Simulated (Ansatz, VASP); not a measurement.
## InAs: VASP beside Ansatz

```
CELL_PARAMETERS angstrom
0.00000 2.96967 2.96967
2.96967 0.00000 2.96967
2.96967 2.96967 0.00000
ATOMIC_POSITIONS crystal
In 0.00000 0.00000 0.00000
As 0.25000 0.25000 0.25000
```

Change from the starting cell: hydrostatic strain -2.8%.

Alike in both runs: task single point; functional r2SCAN; k mesh 8 × 8 × 8; occupations fermi-dirac, width 0.02 eV; no spin polarisation.

```csv
,VASP,Ansatz
version,VASP 6.6.1,Ansatz 0.2.0
potentials or method,"VASP PAW PBE potentials, release 64 (In_d, As)","plane waves, PAW"
plane-wave cutoff (eV),520,500
valence electrons in the cell,18,28
```

|  | VASP | Ansatz | Ansatz less VASP |
| --- | --- | --- | --- |
| pressure (GPa) | 5.9 | 5.9 | -0.01 |

VASP's potentials were made for PBE, not for r2SCAN. VASP's potentials hold 18 valence electrons a cell and Ansatz's 28, so a difference there can come from the potentials and not from the codes.
